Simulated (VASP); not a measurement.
# Pb (Fm-3m) in VASP: a series of runs, part 2 of 2

VASP 6.6.1. Earlier steps stand in the parts before.

## (4) Single point, LDA (volume scaled by 0.58)

INCAR reads:

```
ALGO = Normal ; EDIFF = 1E-7
ENCUT = 520 ; ISIF = 2
ISMEAR = -1 ; LASPH = T
LCHARG = F ; LREAL = F
LWAVE = F ; NBANDS = 13
NELM = 60 ; PREC = Accurate
SIGMA = 0.05
```

KPOINTS reads:

```
k-points
0
Gamma
  15 15 15
```

POSCAR reads:

```
Pb
1.0
    0.0000000000      2.0346714690      2.0346714690
    2.0346714690      0.0000000000      2.0346714690
    2.0346714690      2.0346714690      0.0000000000
Pb
1
Direct
    0.0000000000      0.0000000000      0.0000000000
```

Potentials or basis: VASP PAW LDA potentials, release 64 (Pb_d).

Started as:

```sh
cat potpaw_LDA.64/Pb_d/POTCAR > POTCAR
mpirun -np 1 vasp_std > vasp.out
```

OUTCAR:

```text
EDIFF = 1E-7
   ENCUT = 520
   ISIF = 2
   ISMEAR = -1
   LASPH = T
   LREAL = F
   NELM = 60
   PREC = Accurate

 ion  position               nearest neighbor table
   1  0.000  0.000  0.000-

  LATTYP: Found a face centered cubic cell.
 ALAT       =     4.0693429380

  Lattice vectors:

 A1 = (   0.0000000000,   2.0346714690,   2.0346714690)
 A2 = (   2.0346714690,   0.0000000000,   2.0346714690)
 A3 = (   2.0346714690,   2.0346714690,   0.0000000000)

Analysis of symmetry for initial positions (statically):
=====================================================================
 Subroutine PRICEL returns:
 Original cell was already a primitive cell.

 Routine SETGRP: Setting up the symmetry group for a
 face centered cubic supercell.

 Subroutine GETGRP returns: Found 48 space group operations
 (whereof 48 operations were pure point group operations)
 out of a pool of 48 trial point group operations.

The static configuration has the point symmetry O_h .

Analysis of symmetry for dynamics (positions and initial velocities):
=====================================================================
 Subroutine PRICEL returns:
[... 169 lines left out ...]
      6      -1.4650      2.00000
      7      25.1112      0.00000
      8      27.8066      0.00000
      9      27.8066      0.00000
     10      27.8066      0.00000
     11      33.9788      0.00000
     12      34.3468      0.00000
     13      34.3468      0.00000
[... 354 lines left out ...]
  band No.  band energies     occupation
      1      -2.6127      2.00000
      2      -2.0948      2.00000
      3      -2.0701      2.00000
      4      -1.9855      2.00000
      5      -1.5066      2.00000
      6      -0.0114      2.00000
      7      22.8329      0.00000
      8      24.8029      0.00000
      9      25.3746      0.00000
     10      27.1765      0.00000
     11      28.2970      0.00000
     12      33.8506      0.00000
     13      33.9308      0.00000

 [... further k-points ...]

------------------------ aborting loop because EDIFF is reached ----------------------------------------

  FORCE on cell =-STRESS in cart. coord.  units (eV):
  Direction    XX          YY          ZZ          XY          YZ          ZX
  --------------------------------------------------------------------------------------
  -------------------------------------------------------------------------------------
  Total       11.5806473     11.5806473     11.5806473      0.0000000     -0.0000000      0.0000000
  in kB     1101.3631341   1101.3631341   1101.3631341      0.0000000     -0.0000000      0.0000000
  external PRESSURE =    1101.3631341 kB  Pullay stress =       0.0000000 kB

 VOLUME and BASIS-vectors are now :
 -----------------------------------------------------------------------------
  energy-cutoff  :      520.00
  volume of cell :       16.85
      direct lattice vectors                 reciprocal lattice vectors
     0.000000000  2.034671469  2.034671469    -0.245739918  0.245739918  0.245739918
     2.034671469  0.000000000  2.034671469     0.245739918 -0.245739918  0.245739918
     2.034671469  2.034671469  0.000000000     0.245739918  0.245739918 -0.245739918

 POSITION                                       TOTAL-FORCE (eV/Angst)
 -----------------------------------------------------------------------------------
      0.00000      0.00000      0.00000         0.000000      0.000000      0.000000
 -----------------------------------------------------------------------------------
    total drift:                                0.000000     -0.000000     -0.000000

  FREE ENERGIE OF THE ION-ELECTRON SYSTEM (eV)
  ---------------------------------------------------
  free  energy   TOTEN  =        -1.7882369436 eV

  energy  without entropy=       -1.7850641739  energy(sigma->0) =       -1.78665056
```

OSZICAR:

```text
N       E                     dE             d eps       ncg     rms          rms(c)
DAV:   1     0.108026733743E+03    0.10803E+03   -0.72388E+03  3259   0.154E+03
DAV:   2     0.246669491234E+01   -0.10556E+03   -0.10164E+03  3340   0.342E+02
DAV:   3    -0.181513557299E+01   -0.42818E+01   -0.42630E+01  3919   0.736E+01
DAV:   4    -0.188886553207E+01   -0.73730E-01   -0.73713E-01  3737   0.914E+00
DAV:   5    -0.189137310524E+01   -0.25076E-02   -0.25075E-02  4287   0.163E+00    0.177E+00
DAV:   6    -0.182137725331E+01    0.69996E-01   -0.34759E-02  4570   0.453E+00    0.885E-01
DAV:   7    -0.179024431585E+01    0.31133E-01   -0.20445E-02  4999   0.306E+00    0.120E-01
DAV:   8    -0.178823323271E+01    0.20111E-02   -0.11675E-03  4091   0.624E-01    0.141E-02
DAV:   9    -0.178823660335E+01   -0.33706E-05   -0.20068E-05  4193   0.595E-02    0.832E-03
DAV:  10    -0.178823697289E+01   -0.36954E-06   -0.85841E-07  4471   0.956E-03    0.413E-04
DAV:  11    -0.178823694357E+01    0.29327E-07   -0.19164E-08  2545   0.259E-03
   1 F= -.17882369E+01 E0= -.17866506E+01  d E =-.317277E-02
```

It used 21 s of CPU time on 1 thread of AMD EPYC 7R13 Processor (Zen 3), with other jobs on the host.

What came out:

| Property | Result |
| --- | --- |
| Free energy | -1.7882 eV |
| Pressure | 110.1 GPa |
| Band gap on the k mesh | zero (band 7 reaches 25.22 eV, above the bottom of band 8 at 13.49 eV) |

Levels at points of the mesh, in eV from the Fermi level:
```tsv
k point	band 5	band 6	band 7	band 8	band 9	band 10
(0.00, 0.00, 0.00)	-18.14	-17.95	8.63	11.32	11.32	11.32
```

Caveat: spin-orbit coupling is left out, which moves the levels of the heavy elements.

## (5) Overview

```tsv
cell	gap on the mesh (eV)	pressure (GPa)
a = 2.604 Å, angles 60.0°, 1 atom	none	357.5
a = 2.739 Å, angles 60.0°, 1 atom	none	202.1
a = 2.877 Å, angles 60.0°, 1 atom	none	110.1
```

Alike in all rows: task single point; level LDA; potentials or basis VASP PAW LDA potentials, release 64 (Pb_d); no spin polarisation; k mesh 15 × 15 × 15; cutoff (eV) 520; smearing fermi-dirac 0.05 eV.

Caveats: spin-orbit coupling is left out, which moves the levels of the heavy elements.

Absolute energies hang on the potentials; compare differences alone.
